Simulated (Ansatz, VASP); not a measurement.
**Hg: VASP beside Ansatz**

```
CELL_PARAMETERS angstrom
0.00000 2.25955 2.25955
2.25955 0.00000 2.25955
2.25955 2.25955 0.00000
ATOMIC_POSITIONS crystal
Hg 0.00000 0.00000 0.00000
```

Alike in both runs: task relaxation of cell and atoms; functional revPBE; k mesh 12 × 12 × 12; occupations fermi-dirac, width 0.1 eV; no spin polarisation.

|  | VASP | Ansatz |
| --- | --- | --- |
| version | VASP 6.6.1 | Ansatz 0.2.0 |
| potentials or method | VASP PAW PBE potentials, release 64 (Hg_sv_GW), cutoff 550 eV | plane waves (420 eV) with PAW, scalar-relativistic |
| valence electrons in the cell | 20 | 20 |

Ansatz gave:

* relaxed volume (Å³/atom): 108.76
* relaxed length of the cell vector where the two differ most in proportion (Å): 5.358

Question: Estimate VASP's values.

Answer: Relaxed volume (Å³/atom): 30.03; relaxed length of the cell vector where the two differ most in proportion (Å): 3.489.

VASP's potentials were made for PBE, not for revPBE. One of these differences is far larger than is usual between the two programs; its cause wasn't traced. Ansatz's warnings: xc potential rough in thin density.

Neither program's run includes spin-orbit coupling. Noted on VASP's run: the volume moved by over 15 % at a fixed basis, so the end points are rough.
